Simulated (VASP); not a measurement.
Here is a VASP 6.6.1 calculation.

INCAR

```
SYSTEM = Si
PREC = Accurate ; ENCUT = 500
EDIFF = 1E-6 ; ISMEAR = 0
SIGMA = 0.03 ; LREAL = .False.
LASPH = .True. ; NELM = 120
ALGO = Normal ; ISIF = 2
LWAVE = .False. ; LCHARG = .False.
NBANDS = 11 ; GGA_COMPAT = .False.
```

KPOINTS

```
regular mesh
0
Gamma
  24 24 24
  0 0 0
```

File POSCAR:

```
Si
1.0
   -2.3751256174      2.3163217105      1.2832900303
    2.3751256174     -2.3163217105      1.2832900303
    2.3751256174      2.3163217105     -1.2832900303
Si
2
Direct
    0.0239513208      0.0239513208      0.0000000000
    0.8260486792      0.3260486792      0.5000000000
```

Potentials or basis: VASP PAW LDA potentials, release 64 (Si).

Run with:

```bash
$ cat potpaw_LDA.64/Si/POTCAR > POTCAR
$ mpirun -np 1 vasp_std > vasp.out
```

Question: What does it give for the band gap on the k mesh?

Answer: Zero (bands 4 and 5 overlap by 7.10 eV).

Question: Predict the pressure.

Answer: 6.1 GPa.

Caveat: the cell stands under pressure.
